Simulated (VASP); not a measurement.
A run of VASP 6.6.1 is set up as follows.

The input INCAR:

```
  PREC = Accurate
  ENCUT = 520
  EDIFF = 1E-7
  ISMEAR = 0
  SIGMA = 0.15
  LREAL = False
  LASPH = True
  NELM = 100
  ALGO = Fast
  ISIF = 2
  LWAVE = False
  LCHARG = False
  GGA = PS
  NBANDS = 21
```

Contents of KPOINTS:

```
Automatic mesh
0
Gamma
  24 24 12
```

Contents of POSCAR:

```
Ru
1.0
    2.7057993342      0.0000000000      0.0000000000
   -1.3528996671      2.3432909610      0.0000000000
    0.0000000000      0.0000000000      4.2819000000
Ru
2
Direct
    0.3333333333      0.6666666667      0.2266458815
    0.6666666667      0.3333333333      0.7500000000
```

Potentials or basis: VASP PAW PBE potentials, release 64 (Ru_pv).

The run is started by

```console
$ cat potpaw_PBE.64/Ru_pv/POTCAR > POTCAR
$ mpirun -np 1 vasp_std > vasp.out
```

(1) Predict the band gap on the k mesh.

(2) What does it give for the largest force?

Results:

(1) zero (bands 14 and 15 overlap by 2.98 eV).

(2) 1.203 eV/Å.

Caveat: the cell differs from its parent crystal (atom 1 (Ru) moved by (+0.000, -0.100) A along y and z); the cell stands under tension; the PAW data sets were made with another functional, which shifts forces and pressure a little.
